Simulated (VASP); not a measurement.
# Al3Ru (P6/mmm) in VASP: further runs

Al3Ru is run at these levels: PBE; tasks: single point.

All numbers are computed with VASP 6.6.1; they aren't measurements. Logs are shortened: lines on timing, memory, paths and dates and some standing lists are left out, and cuts for length are marked.

## 1. The cell of the first run

The structure is hexagonal, space group P6/mmm (No. 191). Conventional cell: a = 3.482 Å, b = 3.482 Å, c = 6.341 Å, α = 90.00°, β = 90.00°, γ = 120.00°. Al (site symmetry 6mm) has 1 Al at 1.53 Å and 1 Ru at 1.64 Å within 2.0 Å. Al (site symmetry 6/mmm) has 2 Al at 1.53 Å within 2.0 Å. Ru (site symmetry 6/mmm) has 2 Al at 1.64 Å within 2.2 Å.

The cell was built from a structure type or drawn by symmetry, and may not be a known phase.

## 2. Single point, PBE

Contents of INCAR:

```
SYSTEM = Al3Ru
PREC = Accurate
ENCUT = 520
EDIFF = 1E-6
ISMEAR = 0
SIGMA = 0.1
LREAL = .False.
LASPH = .True.
NELM = 80
ALGO = Fast
ISIF = 2
LWAVE = .False.
LCHARG = .True.
GGA = PE
LELF = .True.
LVHAR = .True.
NBANDS = 20
```

Contents of KPOINTS:

```
Automatic mesh
0
Gamma
  6 6 4
  0 0 0
```

Contents of POSCAR:

```
Al3Ru
1.0
    3.4820620100      0.0000000000      0.0000000000
   -1.7410310000      3.0155541600      0.0000000000
    0.0000000000      0.0000000000      6.3409613500
Al Ru
3 1
Direct
    0.0000000000      0.0000000000      0.2579953400
    0.0000000000      0.0000000000      0.7420046600
    0.0000000000      0.0000000000      0.5000000000
    0.0000000000      0.0000000000      0.0000000000
```

Potentials or basis: VASP PAW PBE potentials, release 64 (Al, Ru_pv).

Started as:

```console
$ cat potpaw_PBE.64/Al/POTCAR potpaw_PBE.64/Ru_pv/POTCAR > POTCAR
$ mpirun -np 1 vasp_std > vasp.out
```

OUTCAR:

```text
SYSTEM = Al3Ru
   PREC = Accurate
   ENCUT = 520
   EDIFF = 1E-6
   ISMEAR = 0
   LREAL = .False.
   LASPH = .True.
   NELM = 80
   ISIF = 2
   GGA = PE

 ion  position               nearest neighbor table
   1  0.000  0.000  0.258-   3 1.53   4 1.64   2 3.07   2 3.27
   2  0.000  0.000  0.742-   3 1.53   4 1.64   1 3.07   1 3.27
   3  0.000  0.000  0.500-   1 1.53   2 1.53   4 3.17   4 3.17
   4  0.000  0.000  0.000-   1 1.64   2 1.64   3 3.17   3 3.17

 -----------------------------------------------------------------------------
|                                                                             |
|           W    W    AA    RRRRR   N    N  II  N    N   GGGG   !!!           |
|           W    W   A  A   R    R  NN   N  II  NN   N  G    G  !!!           |
|           W    W  A    A  R    R  N N  N  II  N N  N  G       !!!           |
|           W WW W  AAAAAA  RRRRR   N  N N  II  N  N N  G  GGG   !            |
|           WW  WW  A    A  R   R   N   NN  II  N   NN  G    G                |
|           W    W  A    A  R    R  N    N  II  N    N   GGGG   !!!           |
|                                                                             |
|     The distance between some ions is very small. Please check the          |
|     nearest-neighbor list in the OUTCAR file.                               |
|     I HOPE YOU KNOW WHAT YOU ARE DOING!                                     |
|                                                                             |
 -----------------------------------------------------------------------------

  LATTYP: Found a hexagonal cell.
 ALAT       =     3.4820620100
 C/A-ratio  =     1.8210363089

  Lattice vectors:

 A1 = (   3.4820620100,   0.0000000000,   0.0000000000)
 A2 = (  -1.7410310000,   3.0155541600,   0.0000000000)
 A3 = (   0.0000000000,   0.0000000000,   6.3409613500)

Analysis of symmetry for initial positions (statically):
=====================================================================
 Subroutine PRICEL returns:
 Original cell was already a primitive cell.

 Routine SETGRP: Setting up the symmetry group for a
 hexagonal supercell.

 Subroutine GETGRP returns: Found 24 space group operations
 (whereof 24 operations were pure point group operations)
 out of a pool of 24 trial point group operations.

The static configuration has the point symmetry D_6h.

Analysis of symmetry for dynamics (positions and initial velocities):
=====================================================================
 Subroutine PRICEL returns:
 Original cell was already a primitive cell.

 Routine SETGRP: Setting up the symmetry group for a
 hexagonal supercell.

 Subroutine GETGRP returns: Found 24 space group operations
 (whereof 24 operations were pure point group operations)
 out of a pool of 24 trial point group operations.

The dynamic configuration has the point symmetry D_6h.

 Subroutine INISYM returns: Found 24 space group operations
 (whereof 24 operations are pure point group operations),
 and found     1 'primitive' translations

----------------------------------------------------------------------------------------

                                     Primitive cell

  volume of cell :      66.5823

  direct lattice vectors                    reciprocal lattice vectors
     3.482062010  0.000000000  0.000000000     0.287186155  0.165807003  0.000000000
    -1.741031000  3.015554160  0.000000000     0.000000000  0.331614008  0.000000000
     0.000000000  0.000000000  6.340961350     0.000000000  0.000000000  0.157704793

  length of vectors
     3.482062010  3.482062009  6.340961350     0.331614007  0.331614008  0.157704793

  position of ions in fractional coordinates (direct lattice)
     0.000000000  0.000000000  0.257995340
     0.000000000  0.000000000  0.742004660
     0.000000000  0.000000000  0.500000000
     0.000000000  0.000000000  0.000000000

  ion indices of the primitive-cell ions
   primitive index   ion index
                 1           1
                 2           2
                 3           3
                 4           4

----------------------------------------------------------------------------------------

 KPOINTS: Automatic mesh

Automatic generation of k-mesh.
 Grid dimensions read from file:
 generate k-points for:    6    6    4

 Generating k-lattice:

  Cartesian coordinates                     Fractional coordinates (reciprocal lattice)
     0.047864359  0.027634501  0.000000000     0.166666667  0.000000000  0.000000000
     0.000000000  0.055269001  0.000000000     0.000000000  0.166666667  0.000000000
     0.000000000  0.000000000  0.039426198     0.000000000  0.000000000  0.250000000

  Length of vectors
     0.055269001  0.055269001  0.039426198

  Shift w.r.t. Gamma in fractional coordinates (k-lattice)
     0.000000000  0.000000000  0.000000000

 Subroutine IBZKPT returns following result:
 ===========================================

 Found     21 irreducible k-points:

 Following reciprocal coordinates:
            Coordinates               Weight
  0.000000  0.000000  0.000000      1.000000
  0.166667  0.000000  0.000000      6.000000
  0.333333 -0.000000  0.000000      6.000000
  0.500000  0.000000  0.000000      3.000000
  0.166667  0.166667  0.000000      6.000000
  0.333333  0.166667  0.000000     12.000000
[... 13 lines left out ...]
  0.333333  0.166667  0.500000     12.000000
  0.333333  0.333333  0.500000      2.000000
   k-points           NKPTS =     21   k-points in BZ     NKDIM =     21   number of bands    NBANDS=     20
   number of dos      NEDOS =    301   number of ions     NIONS =      4
   total plane-waves  NPLWV =  37632
   dimension x,y,z NGX =    28 NGY =   28 NGZ =   48
   dimension x,y,z NGXF=    56 NGYF=   56 NGZF=   96
   ions per type =               3   1
   NGX,Y,Z   is equivalent  to a cutoff of  13.37, 13.37, 12.58 a.u.
   NGXF,Y,Z  is equivalent  to a cutoff of  26.74, 26.74, 25.17 a.u.
 SYSTEM =  Al3Ru
   PREC   = accura    normal or accurate (medium, high low for compatibility)
   ISTART =      0    job   : 0-new  1-cont  2-samecut
   ICHARG =      2    charge: 1-file 2-atom 10-const
   ISPIN  =      1    spin polarized calculation?
   LNONCOLLINEAR =      F non collinear calculations
   LSORBIT =      F    spin-orbit coupling
   LASPH  =      T    aspherical Exc in radial PAW
   ENCUT  =  520.0 eV  38.22 Ry    6.18 a.u.   6.47  6.47 11.79*2*pi/ulx,y,z
   NELM   =     80;   NELMIN=  2; NELMDL= -5     # of ELM steps
   EDIFF  = 0.1E-05   stopping-criterion for ELM
   LREAL  =      F    real-space projection
   EDIFFG = 0.1E-04   stopping-criterion for IOM
   NSW    =      0    number of steps for IOM
   IBRION =     -1    ionic relax: 0-MD 1-quasi-New 2-CG
   NFREE  =      0    steps in history (QN), initial steepest desc. (CG)
   ISIF   =      2    stress and relaxation
   ISYM   =      2    0-nonsym 1-usesym 2-fastsym
   POTIM  = 0.5000    time-step for ionic-motion
   TEBEG  =    0.0;   TEEND  =   0.0 temperature during run
   PSTRESS=    0.0 pullay stress
   NELECT =      23.0000    total number of electrons
   NUPDOWN=      -1.0000    fix difference up-down
   EMIN   =  10.00;   EMAX   =-10.00  energy-range for DOS
   EFERMI =   0.00;   METHOD = LEGACY
   ISMEAR =     0;   SIGMA  =   0.10  broadening in eV -4-tet -1-fermi 0-gaus
   EFERMI_NEDOS =   21; number of points for ismear=-14 and -15
   IALGO  =     68    algorithm
   IMIX   =      4    mixing-type and parameters
     AMIX     =   0.40;   BMIX     =  1.00
     AMIX_MAG =   1.60;   BMIX_MAG =  1.00
  volume/ion in A,a.u.               =      16.65       112.33
  Fermi-wavevector in a.u.,A,eV,Ry     =   1.148677  2.170684 17.952322  1.319458
  Thomas-Fermi vector in A             =   2.285351
   LORBIT       =      0    0 simple, 1 ext, 2 COOP (PROOUT), +10 PAW based schemes
   GGA     = PE    functional components
   LHFCALC =     F    Hartree Fock is set to
   AEXX    =    0.0000 exact exchange contribution
   IVDW    =     0    specifies the selected vdW correction
   LEPSILON=     F    determine dielectric tensor
   LRPA    =     F    only Hartree local field effects (RPA)
 non-spin polarized calculation
 RMM-DIIS sequential band-by-band and
 Gauss-broadening in eV      SIGMA  =   0.10
  energy-cutoff  :      520.00
  volume of cell :       66.58
 maximum number of plane-waves:      1830
 NGX is ok and might be reduce to    28
   NGX = 13   NGY = 13   NGZ = 23

 number of electron      23.0000000 magnetization

 Free energy of the ion-electron system (eV)
  ---------------------------------------------------
  ext. energy  EPLUGINS =         0.00000000
  ---------------------------------------------------
  free energy    TOTEN  =        17.14733871 eV

  energy without entropy =       17.16049377  energy(sigma->0) =       17.15391624

 E-fermi :   7.1409     XC(G=0): -10.3383

 val. band max:        7.1297634351   @ k =   0.1667   0.1667   0.0000
 cond. band min:       7.1590185079   @ k =   0.0000   0.0000   0.5000
 fundamental gap:      0.0292550728
 Fermi energy:         7.1409300870

 k-point     1 :       0.0000    0.0000    0.0000
  band No.  band energies     occupation
      1     -35.9771      2.00000
      2     -34.2673      2.00000
      3     -34.2673      2.00000
      4      -2.5898      2.00000
      5       1.4613      2.00000
      6       3.2460      2.00000
[... 12 lines left out ...]
     19      14.8263      0.00000
     20      15.4984      0.00000

 k-point     2 :       0.1667    0.0000    0.0000
  band No.  band energies     occupation
      1     -35.9757      2.00000
      2     -34.2797      2.00000
      3     -34.2705      2.00000
      4      -2.1905      2.00000
      5       1.6972      2.00000
      6       3.6849      2.00000
[... 12 lines left out ...]
     19      15.7935      0.00000
     20      16.1171      0.00000
[... 396 lines left out ...]
      3     -34.2863      2.00000
      4       0.2122      2.00000
      5       2.2296      2.00000
      6       2.3601      2.00000
[... 12 lines left out ...]
     19      15.3594      0.00000
     20      15.4367      0.00000

 k-point    21 :       0.3333    0.3333    0.5000
  band No.  band energies     occupation
      1     -35.9717      2.00000
      2     -34.3023      2.00000
      3     -34.3023      2.00000
      4       1.0039      2.00000
      5       2.5551      2.00000
      6       2.5551      2.00000
[... 12 lines left out ...]
     19      15.0244      0.00000
     20      15.0244      0.00000

------------------------ aborting loop because EDIFF is reached ----------------------------------------

  FORCE on cell =-STRESS in cart. coord.  units (eV):
  Direction    XX          YY          ZZ          XY          YZ          ZX
  --------------------------------------------------------------------------------------
  -------------------------------------------------------------------------------------
  Total       -7.2161971     -7.2161971    192.0289208     -0.0000000      0.0000000      0.0000000
  in kB     -173.6441794   -173.6441796   4620.8139614     -0.0000003      0.0000000      0.0000000
  external PRESSURE =    1424.5085341 kB  Pullay stress =       0.0000000 kB

 VOLUME and BASIS-vectors are now :
 -----------------------------------------------------------------------------
  energy-cutoff  :      520.00
  volume of cell :       66.58
      direct lattice vectors                 reciprocal lattice vectors
     3.482062010  0.000000000  0.000000000     0.287186155  0.165807003  0.000000000
    -1.741031000  3.015554160  0.000000000     0.000000000  0.331614008  0.000000000
     0.000000000  0.000000000  6.340961350     0.000000000  0.000000000  0.157704793

 POSITION                                       TOTAL-FORCE (eV/Angst)
 -----------------------------------------------------------------------------------
      0.00000      0.00000      1.63594         0.000000      0.000000     -4.935127
      0.00000      0.00000      4.70502        -0.000000     -0.000000      4.935127
      0.00000      0.00000      3.17048        -0.000000     -0.000000     -0.000000
      0.00000      0.00000      0.00000        -0.000000     -0.000000     -0.000000
 -----------------------------------------------------------------------------------
    total drift:                               -0.000000     -0.000000     -0.000000

  FREE ENERGIE OF THE ION-ELECTRON SYSTEM (eV)
  ---------------------------------------------------
  free  energy   TOTEN  =        17.1473387101 eV

  energy  without entropy=       17.1604937738  energy(sigma->0) =       17.15391624
```

It took 20 s on 1 thread of Intel Xeon 6975P-C (Granite Rapids), shared host; peak memory 0.19 GiB.

What came out:

| Quantity | Value |
| --- | --- |
| Free energy | 17.1473 eV |
| Pressure | 142.5 GPa |
| Largest force | 4.935 eV/Å |
| Band gap on the k mesh | zero (an odd number of electrons rules out a gap without spin polarisation) |

Forces on the atoms (eV/Å):
```
Al   0.000  0.000 -4.935
Al   0.000  0.000  4.935
Al   0.000  0.000  0.000
Ru   0.000  0.000  0.000
```

Caveat: atoms lie so close that the PAW spheres overlap strongly, which falsifies energies and pressures; the cell stands under pressure; forces of over 1 eV/Å act on the atoms, so gaps and moduli don't describe the material at rest.

## 3. Single point, PBE

This run uses another cell than the first one, of 17.01 Å³/atom.

Contents of INCAR:

```
SYSTEM = Al3Ru
PREC = Accurate
ENCUT = 520
EDIFF = 1E-6
ISMEAR = 0
SIGMA = 0.1
LREAL = .FALSE.
LASPH = .TRUE.
NELM = 80
ALGO = Normal
ISIF = 2
LWAVE = .FALSE.
LCHARG = .FALSE.
GGA = PE
NBANDS = 20
```

Contents of KPOINTS:

```
Automatic mesh
0
G
  6 6 4
  0 0 0
```

Contents of POSCAR:

```
Al3Ru
1.0
    2.7379011092     -0.0000000023      0.0000000000
   -1.3689505526      2.3710919148      0.0000000000
    0.0000000000      0.0000000000     10.4812850275
Al Ru
3 1
Direct
    0.0000000000      0.0000000000      0.2383564181
    0.0000000000      0.0000000000      0.7616435819
    0.0000000000      0.0000000000      0.5000000000
    0.0000000000      0.0000000000      0.0000000000
```

Potentials or basis: VASP PAW PBE potentials, release 64 (Al, Ru_pv).

Started as:

```console
$ cat potpaw_PBE.64/Al/POTCAR potpaw_PBE.64/Ru_pv/POTCAR > POTCAR
$ mpirun -np 1 vasp_std > vasp.out
```

Run time: 13 s. Hardware: 1 thread of Intel Xeon 6975P-C (Granite Rapids), shared host; peak memory 0.18 GiB.

Results (log left out):

* Free energy: -19.0048 eV
* Pressure: 0.1 GPa
* Largest force: 0.005 eV/Å
* Band gap on the k mesh: zero (an odd number of electrons rules out a gap without spin polarisation)

Forces in eV/Å, atoms in the order of the input:
```
Al   0.000  0.000  0.005
Al   0.000  0.000 -0.005
Al   0.000  0.000  0.000
Ru   0.000  0.000  0.000
```

Stress tensor (GPa, compression positive):
```
0.04 0.00 0.00
0.00 0.04 0.00
0.00 0.00 0.31
```

Levels at points of the mesh, in eV from the Fermi level:
| k point | band 7 | band 8 | band 9 | band 10 | band 11 | band 12 | band 13 | band 14 | band 15 | band 16 |
| --- | --- | --- | --- | --- | --- | --- | --- | --- | --- | --- |
| (0.00, 0.00, 0.00) | -4.68 | -3.83 | -2.68 | -1.47 | -1.47 | 0.58 | 0.58 | 2.59 | 4.25 | 11.30 |
| (0.50, 0.00, 0.00) | -3.64 | -2.37 | -2.32 | -1.70 | -1.50 | -0.18 | 1.62 | 1.74 | 2.15 | 2.92 |
| (0.00, 0.00, 0.50) | -5.47 | -4.03 | -1.47 | -1.47 | -1.08 | 0.46 | 0.58 | 0.58 | 6.67 | 8.67 |
| (0.50, 0.00, 0.50) | -3.35 | -3.04 | -2.98 | -0.73 | -0.48 | -0.37 | -0.18 | 1.83 | 2.15 | 3.80 |

Caveat: the k points lie up to 0.44 Å⁻¹ apart, too coarse for converged energies and pressures of a metal.

## 4. Single point, PBE, collinear spin, ferromagnetic start

This run uses another cell than the first one, of 17.01 Å³/atom.

Contents of INCAR:

```
SYSTEM = Al3Ru
PREC     = Accurate       ! precision mode
ENCUT    = 520            ! plane-wave cutoff, eV
EDIFF    = 1E-6           ! SCF threshold, eV
ISMEAR   = 0              ! smearing method
SIGMA    = 0.1            ! smearing width, eV
LREAL    = .False.        ! projectors in reciprocal space
LASPH    = .True.         ! aspherical terms in the spheres
NELM     = 150            ! most SCF steps
ALGO     = Normal         ! electronic algorithm
ISIF     = 2              ! what is computed and relaxed
LWAVE    = .False.        ! write WAVECAR
LCHARG   = .False.        ! write CHGCAR
ISPIN    = 2              ! spin polarisation
MAGMOM   = 0 0 0 1        ! initial moments
LORBIT   = 11             ! projections on sites
LMAXMIX  = 4              ! l up to which the mixer works
GGA      = PE             ! functional
NBANDS   = 24             ! bands
```

Contents of KPOINTS:

```
regular mesh
0
Gamma
  6 6 2
  0 0 0
```

POSCAR: that of step 3 with these lines changed.

```diff
@@ -2,4 +2,4 @@
 1.0
-    2.7379011092     -0.0000000023      0.0000000000
-   -1.3689505526      2.3710919148      0.0000000000
+    2.7379011092      0.0000000000      0.0000000000
+   -1.3689505546      2.3710919136      0.0000000000
     0.0000000000      0.0000000000     10.4812850275
```

Started as:

```console
$ cat potpaw_PBE.64/Al/POTCAR potpaw_PBE.64/Ru_pv/POTCAR > POTCAR
$ mpirun -np 1 vasp_std > vasp.out
```

Wall time 25 s (1 thread of Intel Xeon 6975P-C (Granite Rapids), shared host); peak memory 0.21 GiB.

The run converged. Its results:

| Item | Value |
| --- | --- |
| Free energy | -18.9957 eV |
| Pressure | 0.7 GPa |
| Largest force | 0.074 eV/Å |
| Net moment | 0.63 μB per cell |
| Site moments | Al +0.01; Ru +0.52 μB |
| Valence electrons inside the program's atomic spheres | Al 0.80; Ru 12.56 |

Forces in eV/Å, atoms in the order of the input:
```
Al   0.000  0.000  0.074
Al   0.000  0.000 -0.074
Al   0.000  0.000  0.000
Ru   0.000  0.000  0.000
```

Stress tensor (GPa, compression positive):
```
0.30 0.00 0.00
0.00 0.30 0.00
0.00 0.00 1.49
```

Levels at points of the mesh, in eV from the Fermi level:
Spin up:
```tsv
k point	band 9	band 10	band 11	band 12	band 13	band 14	band 15	band 16
(0.00, 0.00, 0.00)	-2.76	-1.70	-1.70	0.22	0.22	2.56	4.21	11.05
(0.50, 0.00, 0.00)	-2.37	-1.70	-1.61	-0.53	1.57	1.73	1.90	2.84
(0.00, 0.00, 0.50)	-1.70	-1.70	-1.09	0.22	0.22	0.41	6.64	8.64
(0.50, 0.00, 0.50)	-3.03	-0.78	-0.53	-0.48	-0.45	1.77	1.90	3.74
```
Spin down:
```csv
k point,band 9,band 10,band 11,band 12,band 13,band 14
"(0.00, 0.00, 0.00)",-2.64,-1.42,-1.42,0.79,0.79,2.64
"(0.50, 0.00, 0.00)",-2.27,-1.67,-1.41,0.02,1.66,1.79
"(0.00, 0.00, 0.50)",-1.42,-1.42,-1.05,0.52,0.79,0.79
"(0.50, 0.00, 0.50)",-2.90,-0.68,-0.44,-0.30,0.02,1.84
```

Caveat: the k points lie up to 0.44 Å⁻¹ apart.

## 5. Summary

```csv
spin,cell,k mesh,gap on the mesh (eV),pressure (GPa),largest force (eV/Å)
off,"a = 3.482, b = 3.482, c = 6.341 Å, angles 90.0, 90.0, 120.0°, 4 atoms, atomic positions A",6 × 6 × 4,none,142.5,4.94
off,"a = 2.738, b = 2.738, c = 10.481 Å, angles 90.0, 90.0, 120.0°, 4 atoms, atomic positions B",6 × 6 × 4,none,0.1,-
"collinear, ferromagnetic start","a = 2.738, b = 2.738, c = 10.481 Å, angles 90.0, 90.0, 120.0°, 4 atoms, atomic positions B",6 × 6 × 2,none,0.7,0.07
```

Alike in all rows: task single point; level PBE; potentials or basis VASP PAW PBE potentials, release 64 (Al, Ru_pv); cutoff (eV) 520; smearing gaussian 0.1 eV.

Caveats: some runs use coarse meshes; atoms lie so close that the PAW spheres overlap strongly, which falsifies energies and pressures (at least some runs); the cell stands under pressure (at least some runs); forces of over 1 eV/Å act on the atoms, so gaps and moduli don't describe the material at rest (at least some runs).

Total energies depend on the potentials used, so only differences within one code and one set of settings carry meaning.
